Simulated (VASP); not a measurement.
Ti:

```xyz
3
Lattice="4.6000 0.0000 0.0000 -2.3000 3.9837 0.0000 0.0000 0.0000 2.8200" Properties=species:S:1:pos:R:3 pbc="T T T"
Ti    0.0000    0.0000    0.0000
Ti    0.0000    2.6558    1.4100
Ti    2.3000    1.3279    1.4100
```

This isn't the form of Ti at room conditions, which is hcp.

| Property | Result |
| --- | --- |
| Program | VASP 6.6.1 |
| Task | relaxation of cell and atoms |
| Functional | r2SCAN |
| Dispersion | rVV10 |
| Potentials or basis | VASP PAW PBE potentials, release 64 (Ti_sv) |
| Cutoff | 600 eV |
| k mesh | 7 × 7 × 10 |
| Occupations | methfessel-paxton, width 0.1 eV |
| Spin | no spin polarisation |

At the start: pressure -2.0 GPa; volume 17.23 Å³/atom.

Task: How do energy, volume and symmetry change on relaxing?

Result: Over 7 steps the energy falls by 2.1 meV/atom and the volume is 16.94 Å³/atom (-1.7 %); space group P6/mmm (No. 191, to 0.1 Å) before and after.

The path:
```tsv
step	energy change (eV)	largest force (eV/Å)	pressure (GPa)	volume (Å³)
1	0.0000	0.0000	-2.05	51.68
2	-0.0015	0.0000	1.94	50.05
3	-0.0059	0.0000	0.09	50.82
4	-0.0059	0.0000	0.10	50.80
5	-0.0055	0.0000	0.67	50.56
6	-0.0059	0.0000	0.23	50.78
7	-0.0062	0.0000	0.03	50.82
```

Final structure:
```
Ti
1.0
     4.56148    0.00000    0.00000
    -2.28074    3.95035    0.00000
     0.00000    0.00000    2.82040
Ti
3
Direct
  0.00000 0.00000 0.00000
  0.33333 0.66667 0.50000
  0.66667 0.33333 0.50000
```

Caveat: the PAW data sets were made with another functional, which shifts forces and pressure a little.
